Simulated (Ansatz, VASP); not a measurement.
# Two plane-wave programs on K2IBr

```
Br I K
1.0
     2.41827    1.39619    7.91989
    -2.41827    1.39619    7.91989
     0.00000   -2.79238    7.91989
Br I K
1 1 2
Direct
  0.00000 0.00000 0.00000
  0.50000 0.50000 0.50000
  0.25590 0.25590 0.25590
  0.74410 0.74410 0.74410
```

Alike in both runs: task single point; functional r2SCAN; k mesh 6 × 6 × 6; no spin polarisation.

|  | VASP | Ansatz |
| --- | --- | --- |
| version | VASP 6.6.1 | Ansatz 0.2.0 |
| potentials or method | VASP PAW PBE potentials, release 64 (Br, I, K_sv) | plane waves, PAW |
| plane-wave cutoff (eV) | 520 | 500 |
| occupations | gaussian, width 0.01 eV | fixed |
| valence electrons in the cell | 32 | 42 |

|  | VASP | Ansatz | Ansatz less VASP |
| --- | --- | --- | --- |
| gap on the k mesh at the Fermi level (eV) | 4.44 | 4.44 | +0.002 |

VASP's potentials were made for PBE, not for r2SCAN. VASP's potentials hold 32 valence electrons a cell and Ansatz's 42, so a difference there can come from the potentials and not from the codes.

Neither program's run includes spin-orbit coupling.
